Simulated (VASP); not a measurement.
The system is PtSe2.

```
Pt Se
1.0
     3.74924    0.00000    0.00000
    -1.87462    3.24693    0.00000
     0.00000    0.00000    6.52903
Pt Se
1 2
Cartesian
  0.0000 0.0000 0.0000
  0.0000 2.1646 1.3100
  1.8746 1.0823 5.2191
```

Base run:

```yaml
Program: VASP 6.6.1
Functional: PBE
Potentials_or_basis: VASP PAW PBE potentials, release 64 (Pt, Se)
Cutoff: 520 eV
k_mesh: 8 × 8 × 4
Occupations: methfessel-paxton, width 0.05 eV
Spin: non-collinear spin, zero start, spin-orbit coupling
Starting_moments: "[[0.0, 0.0, 0.0], [0.0, 0.0, 0.0], [0.0, 0.0, 0.0]] μB"
```

Its results: pressure 0.1 GPa; net moment 0.00 μB per cell; largest force 0.009 eV/Å.

Task: The run is repeated on the same cell with these changes: occupations from methfessel-paxton, width 0.05 eV to gaussian, width 0.05 eV; dispersion from none to D4. What comes out?

Result: Pressure -2.1 GPa; net moment 0.00 μB per cell; largest force 0.009 eV/Å.

Caveats: this functional lacks dispersion, which binds layers or chains, so the pressure and a relaxed spacing across them are unreliable (at least some runs).
